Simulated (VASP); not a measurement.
Wanted: the native input for a VASP 6.6.1 run.

```yaml
Task: single point
Functional: PBE
Potentials_or_basis: VASP PAW PBE potentials, release 64 (Al, N)
Cutoff: 600 eV
k_mesh: 7 × 7 × 3
Occupations: gaussian, width 0.2 eV
Spin: no spin polarisation
Dipole_correction: no
Further_INCAR_settings: ALGO = Normal; EDIFF = 1e-06; NBANDS = 15
```

The structure of Al3N lies in POSCAR:

```
Al3N
1.0
    2.9436717042      0.0000000000      0.0000000000
   -1.4718358521      2.5492944762      0.0000000000
    0.0000000000      0.0000000000      6.8011972736
Al N
3 1
Direct
    0.6666666667      0.3333333333      0.6784258724
    0.3333333333      0.6666666667      0.3215741276
    0.0000000000      0.0000000000      0.0000000000
    0.0000000000      0.0000000000      0.5000000000
```

One way to write it, as run:

INCAR

```
  ALGO = Normal
  EDIFF = 1E-6
  ENCUT = 600
  GGA = PE
  GGA_COMPAT = F
  ISIF = 2
  ISMEAR = 0
  LASPH = T
  LCHARG = F
  LREAL = F
  LWAVE = F
  NBANDS = 15
  NELM = 120
  PREC = Accurate
  SIGMA = 0.2
```

KPOINTS

```
k-points
0
Gamma
  7 7 3
```

Potentials or basis: VASP PAW PBE potentials, release 64 (Al, N).

Launch:

```bash
$ cat potpaw_PBE.64/Al/POTCAR potpaw_PBE.64/N/POTCAR > POTCAR
$ mpirun -np 1 vasp_std > vasp.out
```

Results of the run:

```yaml
Pressure: -0.7 GPa
Largest_force: 0.033 eV/Å
Band_gap_on_the_k_mesh: zero (band 7 reaches 10.70 eV, above the bottom of band 8 at 7.86 eV)
```

Run time: 14 s on 1 thread of Intel(R) Xeon(R) Platinum 8488C (Sapphire Rapids), with other jobs on the host, peak memory 0.17 GiB.
